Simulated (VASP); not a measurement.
# Ta (P6/mmm) in VASP: notebook

Runs on Ta. Level: RPBE. Tasks: single point.

Program: VASP 6.6.1. These are calculated values, not measurements. Logs are shortened: lines on timing, memory, paths and dates and some standing lists are left out, and cuts for length are marked.

**1. The cell of the first run**

Symmetry: P6/mmm, No. 191, hexagonal system. Conventional cell: a = 5.082 Å, b = 5.082 Å, c = 2.853 Å, α = 90.00°, β = 90.00°, γ = 120.00°. Ta (site symmetry 6/mmm) has 14 Ta at 2.85 to 3.26 Å within 3.8 Å. Within 3.8 Å of Ta (site symmetry -6m2) lie 11 Ta at 2.85 to 3.26 Å.

**2. Single point, RPBE (volume scaled by 1.12)**

INCAR reads:

```
PREC = Accurate
ENCUT = 520
EDIFF = 1E-6
ISMEAR = -1
SIGMA = 0.1
LREAL = F
LASPH = T
NELM = 100
ALGO = Normal
ISIF = 2
LWAVE = F
LCHARG = F
GGA = RP
NBANDS = 24
```

KPOINTS reads:

```
regular mesh
0
Gamma
  9 9 13
```

POSCAR reads:

```
Ta
1.0
    5.0815785057      0.0000000000      0.0000000000
   -2.5407892528      4.4007760773      0.0000000000
    0.0000000000      0.0000000000      2.8532681610
Ta
3
Direct
    0.0000000000      1.0000000000      0.0000000000
    0.3333333333      0.6666666667      0.5000000000
    0.6666666667      0.3333333333      0.5000000000
```

Potentials or basis: VASP PAW PBE potentials, release 64 (Ta_pv).

On the command line:

```sh
> cat potpaw_PBE.64/Ta_pv/POTCAR > POTCAR
> mpirun -np 1 vasp_std > vasp.out
```

OUTCAR:

```text
PREC = Accurate
   ENCUT = 520
   EDIFF = 1E-6
   ISMEAR = -1
   LREAL = F
   LASPH = T
   NELM = 100
   ISIF = 2
   GGA = RP

 ion  position               nearest neighbor table
   1  0.000  0.000  0.000-   2 3.26   3 3.26   2 3.26   3 3.26   3 3.26   3 3.26   2 3.26   2 3.26
                             3 3.26   3 3.26   2 3.26   2 3.26
   2  0.333  0.667  0.500-   3 2.93   3 2.93   3 2.93   1 3.26   1 3.26   1 3.26   1 3.26   1 3.26
                             1 3.26
   3  0.667  0.333  0.500-   2 2.93   2 2.93   2 2.93   1 3.26   1 3.26   1 3.26   1 3.26   1 3.26
                             1 3.26

  LATTYP: Found a hexagonal cell.
 ALAT       =     5.0815785057
 C/A-ratio  =     0.5614924886

  Lattice vectors:

 A1 = (   5.0815785057,   0.0000000000,   0.0000000000)
 A2 = (  -2.5407892528,   4.4007760773,   0.0000000000)
 A3 = (   0.0000000000,   0.0000000000,   2.8532681610)

Analysis of symmetry for initial positions (statically):
=====================================================================
 Subroutine PRICEL returns:
 Original cell was already a primitive cell.

 Routine SETGRP: Setting up the symmetry group for a
 hexagonal supercell.

 Subroutine GETGRP returns: Found 24 space group operations
 (whereof 24 operations were pure point group operations)
 out of a pool of 24 trial point group operations.

The static configuration has the point symmetry D_6h.

Analysis of symmetry for dynamics (positions and initial velocities):
=====================================================================
 Subroutine PRICEL returns:
 Original cell was already a primitive cell.

 Routine SETGRP: Setting up the symmetry group for a
 hexagonal supercell.

 Subroutine GETGRP returns: Found 24 space group operations
 (whereof 24 operations were pure point group operations)
 out of a pool of 24 trial point group operations.

The dynamic configuration has the point symmetry D_6h.

 Subroutine INISYM returns: Found 24 space group operations
 (whereof 24 operations are pure point group operations),
 and found     1 'primitive' translations

----------------------------------------------------------------------------------------

                                     Primitive cell

  volume of cell :      63.8073

[... 80 lines left out ...]
 SYSTEM =  unknown system
   PREC   = accura    normal or accurate (medium, high low for compatibility)
   ISTART =      0    job   : 0-new  1-cont  2-samecut
   ICHARG =      2    charge: 1-file 2-atom 10-const
   ISPIN  =      1    spin polarized calculation?
   LNONCOLLINEAR =      F non collinear calculations
   LSORBIT =      F    spin-orbit coupling
   LASPH  =      T    aspherical Exc in radial PAW
   ENCUT  =  520.0 eV  38.22 Ry    6.18 a.u.   9.45  9.45  5.31*2*pi/ulx,y,z
   NELM   =    100;   NELMIN=  2; NELMDL= -5     # of ELM steps
   EDIFF  = 0.1E-05   stopping-criterion for ELM
   LREAL  =      F    real-space projection
   EDIFFG = 0.1E-04   stopping-criterion for IOM
   NSW    =      0    number of steps for IOM
   IBRION =     -1    ionic relax: 0-MD 1-quasi-New 2-CG
   NFREE  =      0    steps in history (QN), initial steepest desc. (CG)
   ISIF   =      2    stress and relaxation
   ISYM   =      2    0-nonsym 1-usesym 2-fastsym
   POTIM  = 0.5000    time-step for ionic-motion
   TEBEG  =    0.0;   TEEND  =   0.0 temperature during run
   PSTRESS=    0.0 pullay stress
   NELECT =      33.0000    total number of electrons
   NUPDOWN=      -1.0000    fix difference up-down
   EMIN   =  10.00;   EMAX   =-10.00  energy-range for DOS
   EFERMI =   0.00;   METHOD = LEGACY
   ISMEAR =    -1;   SIGMA  =   0.10  broadening in eV -4-tet -1-fermi 0-gaus
   EFERMI_NEDOS =   21; number of points for ismear=-14 and -15
   IALGO  =     38    algorithm
   IMIX   =      4    mixing-type and parameters
     AMIX     =   0.40;   BMIX     =  1.00
     AMIX_MAG =   1.60;   BMIX_MAG =  1.00
  volume/ion in A,a.u.               =      21.27       143.53
  Fermi-wavevector in a.u.,A,eV,Ry     =   1.314083  2.483256 23.494716  1.726813
  Thomas-Fermi vector in A             =   2.444360
   LORBIT       =      0    0 simple, 1 ext, 2 COOP (PROOUT), +10 PAW based schemes
   GGA     = RP    functional components
   LHFCALC =     F    Hartree Fock is set to
   AEXX    =    0.0000 exact exchange contribution
   IVDW    =     0    specifies the selected vdW correction
   LEPSILON=     F    determine dielectric tensor
   LRPA    =     F    only Hartree local field effects (RPA)
 non-spin polarized calculation
  energy-cutoff  :      520.00
  volume of cell :       63.81
 maximum number of plane-waves:      1751
 NGX is ok and might be reduce to    40
   NGX = 19   NGY = 19   NGZ = 11

 number of electron      32.9999998 magnetization

 Free energy of the ion-electron system (eV)
  ---------------------------------------------------
  ext. energy  EPLUGINS =         0.00000000
  ---------------------------------------------------
  free energy    TOTEN  =       -32.96072911 eV

  energy without entropy =      -32.84487992  energy(sigma->0) =      -32.90280451

 E-fermi :   4.6066     XC(G=0): -11.7190

 val. band max:        4.6000807954   @ k =   0.3333   0.0000   0.3846
 cond. band min:       4.6075040144   @ k =   0.4444   0.0000   0.0769
 fundamental gap:      0.0074232190
 Fermi energy:         4.6066392771

 k-point     1 :       0.0000    0.0000    0.0000
  band No.  band energies     occupation
      1     -29.9615      2.00000
      2     -29.9615      2.00000
      3     -29.9138      2.00000
      4     -29.9138      2.00000
      5     -29.4808      2.00000
      6     -29.4808      2.00000
[... 637 lines left out ...]
     23       8.0969      0.00000
     24       8.7640      0.00000

 [... further k-points ...]
[... 5 lines left out ...]
  --------------------------------------------------------------------------------------
  -------------------------------------------------------------------------------------
  Total       -6.2286819     -6.2286819     -6.9738279     -0.0000000     -0.0000000     -0.0000000
  in kB     -156.3998145   -156.3998145   -175.1101460     -0.0000000     -0.0000000     -0.0000000
  external PRESSURE =    -162.6365917 kB  Pullay stress =       0.0000000 kB

 VOLUME and BASIS-vectors are now :
 -----------------------------------------------------------------------------
  energy-cutoff  :      520.00
  volume of cell :       63.81
      direct lattice vectors                 reciprocal lattice vectors
     5.081578506  0.000000000  0.000000000     0.196789245  0.113616324  0.000000000
    -2.540789253  4.400776077  0.000000000     0.000000000  0.227232648  0.000000000
     0.000000000  0.000000000  2.853268161     0.000000000  0.000000000  0.350475295

 POSITION                                       TOTAL-FORCE (eV/Angst)
 -----------------------------------------------------------------------------------
      0.00000      0.00000      0.00000        -0.000000      0.000000      0.000000
     -0.00000      2.93385      1.42663         0.000000      0.000000     -0.000000
      2.54079      1.46693      1.42663         0.000000     -0.000000      0.000000
 -----------------------------------------------------------------------------------
    total drift:                                0.000000     -0.000000      0.000000

  FREE ENERGIE OF THE ION-ELECTRON SYSTEM (eV)
  ---------------------------------------------------
  free  energy   TOTEN  =       -32.9607291124 eV

  energy  without entropy=      -32.8448799161  energy(sigma->0) =      -32.90280451
```

It took 86 s on 1 thread of Intel Xeon 6975P-C, shared host; peak memory 0.25 GiB.

Results:

- Free energy: -32.9607 eV
- Pressure: -16.3 GPa

Caveat: the cell differs from its parent crystal (volume scaled by 1.12); the PAW data sets were made with another functional, which shifts forces and pressure a little; spin-orbit coupling is left out, which moves the levels of the heavy elements.

**3. Single point, RPBE**

This run uses another cell than the first one, of 18.99 Å³/atom, 0.893 times its volume.

INCAR reads:

```
ALGO = Normal ; EDIFF = 1E-7
ENCUT = 520 ; GGA = RP
ISIF = 2 ; ISMEAR = -1
LASPH = True ; LCHARG = True
LELF = True ; LREAL = False
LVHAR = True ; LWAVE = False
NBANDS = 24 ; NELM = 80
PREC = Accurate ; SIGMA = 0.1
```

KPOINTS reads:

```
k-points
0
Gamma
  10 10 15
```

POSCAR reads:

```
Ta
1.0
    4.8931962232      0.0000000000      0.0000000000
   -2.4465981116      4.2376322350      0.0000000000
    0.0000000000      0.0000000000      2.7474929244
Ta
3
Direct
    0.0000000000      1.0000000000      0.0000000000
    0.3333333333      0.6666666667      0.5000000000
    0.6666666667      0.3333333333      0.5000000000
```

Potentials or basis: VASP PAW PBE potentials, release 64 (Ta_pv).

On the command line:

```sh
> cat potpaw_PBE.64/Ta_pv/POTCAR > POTCAR
> mpirun -np 1 vasp_std > vasp.out
```

Run time: 86 s. Hardware: 1 thread of Intel Xeon 6975P-C, shared host; peak memory 0.25 GiB.

It converged, with:

```yaml
Free_energy: -33.3333 eV
Pressure: 0.0 GPa
```

Levels at points of the mesh, in eV from the Fermi level:
| k point | band 13 | band 14 | band 15 | band 16 | band 17 | band 18 | band 19 | band 20 | band 21 | band 22 |
| --- | --- | --- | --- | --- | --- | --- | --- | --- | --- | --- |
| (0.00, 0.00, 0.00) | -1.45 | -1.45 | -1.44 | -1.44 | -0.66 | 1.00 | 1.00 | 3.21 | 3.21 | 3.27 |
| (0.50, 0.00, 0.00) | -1.82 | -1.67 | -1.48 | -0.90 | -0.65 | 0.63 | 2.10 | 3.42 | 3.46 | 3.48 |

Caveat: the PAW data sets were made with another functional, which shifts forces and pressure a little; spin-orbit coupling is left out, which moves the levels of the heavy elements.
